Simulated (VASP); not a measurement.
A run of VASP 6.6.1 is set up as follows.

The input INCAR:

```
SYSTEM = K4CuPb
PREC = Accurate
ENCUT = 520
EDIFF = 1E-6
ISMEAR = 0
SIGMA = 0.1
LREAL = .FALSE.
LASPH = .TRUE.
NELM = 80
ALGO = Normal
ISIF = 2
LWAVE = .FALSE.
LCHARG = .TRUE.
GGA = PE
LELF = .TRUE.
LVHAR = .TRUE.
NBANDS = 40
```

File KPOINTS:

```
regular mesh
0
G
  3 3 4
  0 0 0
```

POSCAR

```
K4CuPb
1.0
    5.8962722700      0.0000000000      0.0000000000
   -2.9481361300      5.1063215700      0.0000000000
    0.0000000000      0.0000000000      6.4268004000
K Cu Pb
4 1 1
Direct
    0.3333333300      0.6666666700      0.0000000000
    0.6666666700      0.3333333300      0.0000000000
    0.3333333300      0.6666666700      0.5000000000
    0.6666666700      0.3333333300      0.5000000000
    0.0000000000      0.0000000000      0.5000000000
    0.0000000000      0.0000000000      0.0000000000
```

Potentials or basis: VASP PAW PBE potentials, release 64 (K_sv, Cu, Pb_d).

Launch:

```sh
$ cat potpaw_PBE.64/K_sv/POTCAR potpaw_PBE.64/Cu/POTCAR potpaw_PBE.64/Pb_d/POTCAR > POTCAR
$ mpirun -np 1 vasp_std > vasp.out
```

(1) What does it give for the band gap on the k mesh?

(2) Estimate the pressure.

Results:

(1) zero (an odd number of electrons rules out a gap without spin polarisation).

(2) 3.7 GPa.

Caveat: the k points lie up to 0.41 Å⁻¹ apart, too coarse for converged energies and pressures of a metal; spin-orbit coupling is left out, which moves the levels of the heavy elements.
